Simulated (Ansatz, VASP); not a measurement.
**Two plane-wave programs on C**

```
C
1.0
     4.76245   -3.34166   -0.43263
     4.76245    3.34166   -0.43263
    -2.32620    0.00000    4.98367
C
8
Direct
  0.88384 0.88384 0.05250
  0.11616 0.11616 0.94750
  0.13544 0.13544 0.23173
  0.86456 0.86456 0.76827
  0.85327 0.16616 0.14210
  0.83384 0.14673 0.85790
  0.14673 0.83384 0.85790
  0.16616 0.85327 0.14210
```

Alike in both runs: functional PBE; k mesh 4 × 4 × 6; occupations gaussian, width 0.1 eV; no spin polarisation.

Ansatz relaxed the structure, and its values are those at the end. VASP's run is a single point on that final structure, the one shown.

|  | VASP | Ansatz |
| --- | --- | --- |
| version | VASP 6.6.1 | Ansatz 0.2.0 |
| potentials or method | VASP PAW PBE potentials, release 64 (C), cutoff 520 eV | scalar-relativistic, plane waves, PAW |
| valence electrons in the cell | 32 | 32 |

|  | VASP | Ansatz | Ansatz less VASP |
| --- | --- | --- | --- |
| gap on the k mesh at the Fermi level (eV) | 1.17 | 1.16 | -0.009 |
| least direct gap on the mesh (eV) | 1.24 | 1.23 | -0.009 |
| pressure (GPa) | 0.5 | 0.0 | -0.46 |
| rms of the force components (eV/Å) | 0.075 | 0.010 | -0.0652 |
